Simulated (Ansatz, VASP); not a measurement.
**One calculation of C, two programs**

```
C
1.0
     0.00000    2.46498    0.00000
     1.40225    0.00000   -3.36896
    -4.26955    0.00000    0.02223
C
4
Direct
  0.50000 0.99978 0.66659
  0.00000 0.99978 0.16659
  0.50000 0.00022 0.33341
  0.00000 0.00022 0.83341
```

Alike in both runs: functional PBE; dispersion D3(BJ); k mesh 12 × 12 × 8; occupations gaussian, width 0.1 eV; no spin polarisation.

Ansatz relaxed the structure, and its values are those at the end. VASP's run is a single point on that final structure, the one shown.

```csv
,VASP,Ansatz
version,VASP 6.6.1,Ansatz 0.2.0
potentials or method,"VASP PAW PBE potentials, release 64 (C), cutoff 520 eV","scalar-relativistic, plane waves, PAW"
valence electrons in the cell,16,16
```

VASP gave:

| Quantity | Value |
| --- | --- |
| gap on the k mesh at the Fermi level (eV) | 0.64 |
| least direct gap on the mesh (eV) | 0.65 |
| pressure (GPa) | 0.4 |

What did Ansatz give for the same quantities?

gap on the k mesh at the Fermi level (eV): 0.64; least direct gap on the mesh (eV): 0.65; pressure (GPa): 0.0.
